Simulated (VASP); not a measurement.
Write the native input for VASP 6.6.1 that does the following.

```
Task                   : single point
Functional             : PBE
Potentials or basis    : VASP PAW PBE potentials, release 64 (Bi_d, Te)
Cutoff                 : 520 eV
k mesh                 : 8 × 8 × 8
Occupations            : fermi-dirac, width 0.02 eV
Spin                   : no spin polarisation
Dipole correction      : no
Further INCAR settings : ALGO = Normal; EDIFF = 1e-06; NBANDS = 32
```

The structure of Bi2Te3 lies in POSCAR:

```
Bi2Te3
1.0
    2.2506187317      1.2993953306     10.1557529589
   -2.2506187317      1.2993953306     10.1557529589
    0.0000000000     -2.5987906612     10.1557529589
Bi Te
2 3
Direct
    0.3987586621      0.3987586621      0.3987586621
    0.6012413379      0.6012413379      0.6012413379
    0.2132719452      0.2132719452      0.2132719452
    0.7867280548      0.7867280548      0.7867280548
    0.0000000000      0.0000000000      0.0000000000
```

This cell differs from its parent crystal: epitaxial xy strain +2.5%.

One way to write it, as run:

INCAR

```
SYSTEM = Bi2Te3
PREC = Accurate
ENCUT = 520
EDIFF = 1E-6
ISMEAR = -1
SIGMA = 0.02
LREAL = .FALSE.
LASPH = .TRUE.
NELM = 80
ALGO = Normal
ISIF = 2
LWAVE = .FALSE.
LCHARG = .TRUE.
GGA = PE
LELF = .TRUE.
LVHAR = .TRUE.
NBANDS = 32
```

KPOINTS

```
Automatic mesh
0
G
  8 8 8
  0 0 0
```

Potentials or basis: VASP PAW PBE potentials, release 64 (Bi_d, Te).

Command:

```console
$ cat potpaw_PBE.64/Bi_d/POTCAR potpaw_PBE.64/Te/POTCAR > POTCAR
$ mpirun -np 1 vasp_std > vasp.out
```

Results of the run:

```yaml
Pressure: 0.5 GPa
Largest_force: 0.159 eV/Å
Band_gap_on_the_k_mesh: 0.22 eV, direct
```

Caveat: the cell differs from its parent crystal (epitaxial xy strain +2.5%); spin-orbit coupling is left out, which moves the levels of the heavy elements.

Run time: 55 min on 1 thread of Oxide Virtual Turin-like Processor, on a shared host, peak memory 1 GiB.
